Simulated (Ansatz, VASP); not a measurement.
# Two plane-wave programs on InSb

Contents of INCAR:

```
PREC = Accurate
ENCUT = 520
EDIFF = 1E-7
ISMEAR = 0
SIGMA = 0.15
LREAL = F
LASPH = T
NELM = 100
ALGO = Normal
ISIF = 2
LWAVE = F
LCHARG = T
GGA = PS
LELF = T
LVHAR = T
NBANDS = 16
```

The input KPOINTS:

```
regular mesh
0
Gamma
  16 16 16
```

File POSCAR:

```
InSb
1.0
    0.0000000000      3.2599290600      3.3903262224
    3.2599290600      0.0000000000      3.3903262224
    3.2599290600      3.2599290600      0.0000000000
In Sb
1 1
Direct
    0.0000000000      0.0000000000      0.0000000000
    0.7500000000      0.7500000000      0.7500000000
```

Input for Ansatz:

```yaml
crystal:
  lattice:
    - [0.0, 3.25992906, 3.3903262224]
    - [3.25992906, 0.0, 3.3903262224]
    - [3.25992906, 3.25992906, 0.0]
  atoms:
    - { symbol: In, position: [0.0, 0.0, 0.0] }
    - { symbol: Sb, position: [0.75, 0.75, 0.75] }
basis:
  ecutwfc: 420
kpoints:
  mp_grid: { grid: [16, 16, 16] }
hamiltonian:
  xc: pbesol
scf:
  occupations: { method: gaussian, width: 0.15 }
output:
  forces: true
  stress: true
  eigenvalues: true
```

Change from the starting cell: strain +0.000 along x and y, +0.040 along z, atoms carried along.

Alike in both runs: task single point; functional PBEsol; k mesh 16 × 16 × 16; occupations gaussian, width 0.15 eV; no spin polarisation.

|  | VASP | Ansatz |
| --- | --- | --- |
| version | VASP 6.6.1 | Ansatz 0.2.0 |
| potentials or method | VASP PAW PBE potentials, release 64 (In_d, Sb), cutoff 520 eV | scalar-relativistic, plane waves, PAW |
| valence electrons in the cell | 18 | 28 |

Ansatz gave:

| Quantity | Value |
| --- | --- |
| gap on the k mesh at the Fermi level (eV) | none |
| pressure (GPa) | -1.6 |
| traceless stress, the component that is largest in VASP (GPa) | -0.78 |

Problem. Estimate VASP's values.

Solution. gap on the k mesh at the Fermi level (eV): none; pressure (GPa): -1.5; traceless stress, the component that is largest in VASP (GPa): -0.78.

VASP's potentials were made for PBE, not for PBEsol. A gap of «none» marks a metal or a gap that the smearing closes. With one functional, cell and mesh, what is left measures potentials, basis and numerics. VASP's potentials hold 18 valence electrons a cell and Ansatz's 28, so a difference there can come from the potentials and not from the codes.

Neither program's run includes spin-orbit coupling.
